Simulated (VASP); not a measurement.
# Zr2Cd (Fmmm) in VASP: electric field gradients with LDA

Aim: the electric field gradients of Zr2Cd with LDA.

Program: VASP 6.6.1. These are calculated values, not measurements. Logs are shortened: lines on timing, memory, paths and dates and some standing lists are left out, and cuts for length are marked.

## Step 1: The cell of the first run

It takes space group Fmmm (No. 69, orthorhombic). The conventional cell has a = 4.365 Å, b = 4.377 Å, c = 14.000 Å, α = 90.00°, β = 90.00°, γ = 90.00°. Within 4.1 Å of Zr (site symmetry mm2) lie 8 Zr at 3.09 to 3.15 Å and 4 Cd at 3.22 Å. Within 4.1 Å of Cd (site symmetry mmm) lie 4 Cd at 3.09 Å and 8 Zr at 3.22 Å.

## Step 2: Electric field gradients, LDA

INCAR

```
SYSTEM = Zr2Cd
  ALGO = Normal
  EDIFF = 1E-8
  ENCUT = 520
  GGA = CA
  ISIF = 2
  ISMEAR = -1
  LASPH = .TRUE.
  LCHARG = .FALSE.
  LEFG = .TRUE.
  LREAL = .FALSE.
  LWAVE = .FALSE.
  NBANDS = 25
  NELM = 100
  PREC = Accurate
  SIGMA = 0.05
```

KPOINTS

```
k-points
0
G
  11 11 11
  0 0 0
```

POSCAR

```
Zr2Cd
1.0
    0.0000000000      2.1883400586      6.9998424303
    2.1823217250      0.0000000000      6.9998424303
    2.1823217250      2.1883400586      0.0000000000
Zr Cd
2 1
Direct
    0.1688392900      0.1688392900      0.8311607100
    0.8311607100      0.8311607100      0.1688392900
    0.5000000000      0.5000000000      0.5000000000
```

Potentials or basis: VASP PAW LDA potentials, release 64 (Zr_sv, Cd).

The run is started by

```sh
$ cat potpaw_LDA.64/Zr_sv/POTCAR potpaw_LDA.64/Cd/POTCAR > POTCAR
$ mpirun -np 1 vasp_std > vasp.out
```

OUTCAR:

```text
SYSTEM = Zr2Cd
   EDIFF = 1E-8
   ENCUT = 520
   GGA = CA
   ISIF = 2
   ISMEAR = -1
   LASPH = .TRUE.
   LREAL = .FALSE.
   NELM = 100
   PREC = Accurate

 ion  position               nearest neighbor table
   1  0.169  0.169  0.831-   2 3.15   2 3.15   2 3.15   2 3.15   3 3.22   3 3.22   3 3.22   3 3.22

   2  0.831  0.831  0.169-   1 3.15   1 3.15   1 3.15   1 3.15   3 3.22   3 3.22   3 3.22   3 3.22

   3  0.500  0.500  0.500-   1 3.22   1 3.22   2 3.22   2 3.22   2 3.22   1 3.22   1 3.22   2 3.22

  LATTYP: Found a face centered orthorhombic cell.
 ALAT       =     4.3646434500
 B/A-ratio  =     1.0027577664
 C/A-ratio  =     3.2075208481

  Lattice vectors:

 A1 = (   0.0000000000,   2.1883400586,   6.9998424303)
 A2 = (   2.1823217250,   0.0000000000,   6.9998424303)
 A3 = (   2.1823217250,   2.1883400586,   0.0000000000)

Analysis of symmetry for initial positions (statically):
=====================================================================
 Subroutine PRICEL returns:
 Original cell was already a primitive cell.

 Routine SETGRP: Setting up the symmetry group for a
 face centered orthorhombic supercell.

 Subroutine GETGRP returns: Found  8 space group operations
 (whereof  8 operations were pure point group operations)
 out of a pool of  8 trial point group operations.

The static configuration has the point symmetry D_2h.

Analysis of symmetry for dynamics (positions and initial velocities):
=====================================================================
 Subroutine PRICEL returns:
 Original cell was already a primitive cell.

 Routine SETGRP: Setting up the symmetry group for a
 face centered orthorhombic supercell.

 Subroutine GETGRP returns: Found  8 space group operations
 (whereof  8 operations were pure point group operations)
 out of a pool of  8 trial point group operations.

The dynamic configuration has the point symmetry D_2h.

 Subroutine INISYM returns: Found  8 space group operations
 (whereof  8 operations are pure point group operations),
 and found     1 'primitive' translations

[... 126 lines left out ...]
   LRPA    =     F    only Hartree local field effects (RPA)
 non-spin polarized calculation
  energy-cutoff  :      520.00
  volume of cell :       66.86
 maximum number of plane-waves:      1818
   NGX = 27   NGY = 27   NGZ = 11

 number of electron      36.0000003 magnetization

 Free energy of the ion-electron system (eV)
  ---------------------------------------------------
  ext. energy  EPLUGINS =         0.00000000
  ---------------------------------------------------
  free energy    TOTEN  =       -20.50182898 eV

  energy without entropy =      -20.47559560  energy(sigma->0) =      -20.48871229

 E-fermi :   6.7928     XC(G=0): -11.4115

 val. band max:        6.7879373622   @ k =   0.2727   0.0000   0.2727
 cond. band min:       6.7948171588   @ k =   0.1818  -0.1818   0.0909
 fundamental gap:      0.0068797966
 Fermi energy:         6.7927674210

 k-point     1 :       0.0000    0.0000    0.0000
  band No.  band energies     occupation
      1     -41.6323      2.00000
      2     -41.5184      2.00000
      3     -20.0619      2.00000
      4     -19.5094      2.00000
      5     -19.4832      2.00000
      6     -19.4802      2.00000
[... 661 lines left out ...]
     24      10.6839      0.00000
     25      11.3493      0.00000

 [... further k-points ...]
[... 5 lines left out ...]
  --------------------------------------------------------------------------------------
  -------------------------------------------------------------------------------------
  Total       -2.6619209     -2.6912744     -2.5363816      0.0000000      0.0000000      0.0000000
  in kB      -63.7901869    -64.4936154    -60.7817674      0.0000000      0.0000000      0.0000000
  external PRESSURE =     -63.0218565 kB  Pullay stress =       0.0000000 kB

 VOLUME and BASIS-vectors are now :
 -----------------------------------------------------------------------------
  energy-cutoff  :      520.00
  volume of cell :       66.86
      direct lattice vectors                 reciprocal lattice vectors
     0.000000000  2.188340059  6.999842430    -0.229113789  0.228483685  0.071430179
     2.182321725  0.000000000  6.999842430     0.229113789 -0.228483685  0.071430179
     2.182321725  2.188340059  0.000000000     0.229113789  0.228483685 -0.071430179

 POSITION                                       TOTAL-FORCE (eV/Angst)
 -----------------------------------------------------------------------------------
      2.18232      2.18834      2.36370        -0.000000      0.000000      0.013944
      2.18232      2.18834     11.63599        -0.000000      0.000000     -0.013944
      2.18232      2.18834      6.99984         0.000000      0.000000      0.000000
 -----------------------------------------------------------------------------------
    total drift:                                0.000000      0.000000      0.000000

  FREE ENERGIE OF THE ION-ELECTRON SYSTEM (eV)
  ---------------------------------------------------
  free  energy   TOTEN  =       -20.5018289766 eV

  energy  without entropy=      -20.4755955992  energy(sigma->0) =      -20.48871229

 Electric field gradients (V/A^2)
---------------------------------------------------------------------
 ion       V_xx      V_yy      V_zz      V_xy      V_xz      V_yz
---------------------------------------------------------------------
   1       2.707     3.395    -6.103     0.000     0.000     0.000
   2       2.707     3.395    -6.103     0.000     0.000     0.000
   3      51.206    50.840  -102.046     0.002     0.000     0.000
---------------------------------------------------------------------

 Electric field gradients after diagonalization (V/A^2)
 (convention: |V_zz| > |V_xx| > |V_yy|)
----------------------------------------------------------------------
 ion       V_xx      V_yy      V_zz     asymmetry (V_yy - V_xx)/ V_zz
----------------------------------------------------------------------
   1       3.395     2.707    -6.103       0.113
   2       3.395     2.707    -6.103       0.113
   3      51.206    50.839  -102.046       0.004
----------------------------------------------------------------------

           NMR quadrupolar parameters

 Cq : quadrupolar parameter    Cq=e*Q*V_zz/h
 eta: asymmetry parameters     (V_yy - V_xx)/ V_zz
 Q  : nuclear electric quadrupole moment in mb (millibarn)
----------------------------------------------------------------------
 ion       Cq(MHz)       eta       Q (mb)
----------------------------------------------------------------------
   1      -0.015       0.113       1.000
   2      -0.015       0.113       1.000
   3      -0.247       0.004       1.000
----------------------------------------------------------------------
```

OSZICAR:

```text
N       E                     dE             d eps       ncg     rms          rms(c)
DAV:   1     0.337763681384E+03    0.33776E+03   -0.19463E+04 10808   0.145E+03
DAV:   2     0.431708814932E+00   -0.33733E+03   -0.32897E+03 12406   0.422E+02
DAV:   3    -0.212573156366E+02   -0.21689E+02   -0.21407E+02 19642   0.861E+01
DAV:   4    -0.219226876954E+02   -0.66537E+00   -0.66356E+00 12841   0.135E+01
DAV:   5    -0.219456252291E+02   -0.22938E-01   -0.22930E-01 17026   0.171E+00    0.152E+01
DAV:   6    -0.206722836142E+02    0.12733E+01   -0.40252E+00 11988   0.133E+01    0.660E+00
DAV:   7    -0.205152283434E+02    0.15706E+00   -0.60622E-01 13336   0.469E+00    0.172E+00
DAV:   8    -0.205026964515E+02    0.12532E-01   -0.75824E-02 15156   0.138E+00    0.905E-01
DAV:   9    -0.205019296352E+02    0.76682E-03   -0.11528E-02 13327   0.940E-01    0.890E-02
DAV:  10    -0.205018168953E+02    0.11274E-03   -0.97220E-04 13697   0.241E-01    0.483E-02
DAV:  11    -0.205018266914E+02   -0.97961E-05   -0.61165E-05 14000   0.621E-02    0.171E-02
DAV:  12    -0.205018291270E+02   -0.24356E-05   -0.12166E-05 13518   0.264E-02    0.565E-03
DAV:  13    -0.205018289763E+02    0.15065E-06   -0.78493E-07 13428   0.718E-03    0.824E-04
DAV:  14    -0.205018289766E+02   -0.31287E-09   -0.56048E-08 15301   0.155E-03
   1 F= -.20501829E+02 E0= -.20488712E+02  d E =-.262334E-01
```

stdout:

```text
POSCAR found type information on POSCAR ZrCd
 POSCAR found :  2 types and       3 ions
 scaLAPACK will be used
 LDA part: xc-table for (Slater(with rela. corr.)+CA(PZ))
 , standard interpolation
 POSCAR, INCAR and KPOINTS ok, starting setup
 FFT: planning ... GRIDC
 FFT: planning ... GRID_SOFT
 FFT: planning ... GRID
 WAVECAR not read
 entering main loop
ion   1

ion   2

ion   3
```

It took 4.2 min on 1 thread of Intel Xeon Platinum 8559C (Emerald Rapids), shared host; peak memory 0.46 GiB.

Results:

* Free energy: -20.5018 eV
* Pressure: -6.3 GPa
* Largest force: 0.014 eV/Å
* Band gap on the k mesh: zero (bands 18 and 19 overlap by 0.47 eV)
* Largest electric field gradient by atom: Zr -6.1; Cd -102.0 V/Å²

Forces on the atoms (eV/Å):
```
Zr   0.000  0.000  0.014
Zr   0.000  0.000 -0.014
Cd   0.000  0.000  0.000
```

Stress tensor (GPa, compression positive):
```
-6.38  0.00  0.00
 0.00 -6.45  0.00
 0.00  0.00 -6.08
```

Electric field gradients, principal values (V/Å²):
| atom | least | middle | greatest (by size) |
| --- | --- | --- | --- |
| 1 Zr | 2.707 | 3.395 | -6.103 |
| 2 Zr | 2.707 | 3.395 | -6.103 |
| 3 Cd | 50.839 | 51.206 | -102.046 |

Caveat: the cell stands under tension; without QUAD_EFG the Cq values of the log hold for a quadrupole moment of 1 mb, not for the nuclei.
